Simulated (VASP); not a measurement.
CdF2:

```
CELL_PARAMETERS angstrom
3.02925 0.00000 0.00000
0.00000 4.28400 0.00000
0.00000 0.00000 6.05849
ATOMIC_POSITIONS crystal
Cd 0.00000 0.00000 0.62500
Cd 0.50000 0.50000 0.37500
F 0.00000 0.50000 0.62500
F 0.50000 0.00000 0.37500
F 0.00000 0.50000 0.12500
F 0.50000 0.00000 0.87500
```

This cell differs from its parent crystal: atoms taken out.

```yaml
Program: VASP 6.6.1
Task: relaxation of cell and atoms
Functional: PBE
Potentials_or_basis: VASP PAW PBE potentials, release 64 (Cd, F)
Cutoff: 600 eV
k_mesh: 6 × 4 × 4
Occupations: gaussian, width 0.1 eV
Spin: no spin polarisation
```

At the start: pressure 29.1 GPa; volume 13.10 Å³/atom.

**Question.** Where does the relaxation end?

**Answer.** Over 48 steps the energy falls by 614.9 meV/atom and the volume is 13.69 Å³/atom (+4.5 %); space group Pmmn (No. 59, to 0.1 Å) before, Immm (No. 71, to 0.1 Å).

Step by step:
```csv
step,energy change (eV),largest force (eV/Å),pressure (GPa),volume (Å³)
1,0.0000,4.0497,29.08,78.62
3,-2.3400,1.1645,-1.89,100.50
5,-2.6440,0.9033,0.48,99.91
7,-2.8850,0.5359,-0.07,100.73
9,-2.9334,0.3661,-1.99,101.92
11,-3.0661,0.4628,1.80,96.21
13,-3.2602,0.5445,-2.42,98.78
15,-3.3336,0.1866,-1.04,96.62
17,-3.3424,0.2304,-0.55,95.73
19,-3.3598,0.3544,1.60,92.35
21,-3.3800,0.2993,1.38,91.66
23,-3.4366,0.7843,0.84,88.50
25,-3.4427,0.9922,1.01,86.83
27,-3.5061,0.7874,0.25,85.78
29,-3.5348,0.5246,-0.18,84.56
31,-3.6108,0.2252,0.50,83.91
33,-3.6163,0.2646,0.77,83.69
35,-3.6446,0.1391,-1.25,84.69
37,-3.6544,0.1477,0.23,83.11
39,-3.6694,0.0845,0.31,82.49
41,-3.6746,0.0775,-0.43,82.75
43,-3.6778,0.0695,-0.75,82.92
45,-3.6829,0.0955,0.71,81.78
47,-3.6861,0.0745,0.12,82.15
48,-3.6895,0.0384,0.04,82.12
```

Final structure:
```xyz
6
Lattice="3.7219 0.0000 0.0000 0.0000 3.9891 0.0000 0.0000 0.0000 5.5315" Properties=species:S:1:pos:R:3 pbc="T T T"
Cd    0.0000    0.0000    4.1425
Cd    1.8609    1.9945    1.3890
F     0.0000    1.9945    2.8082
F     1.8609    0.0000    2.7233
F     0.0000    1.9945    0.0154
F     1.8609    0.0000    5.5161
```

Caveat: the cell differs from its parent crystal (atoms taken out); a cell axis changed by over 15 % at a fixed basis, so the end point is rough.
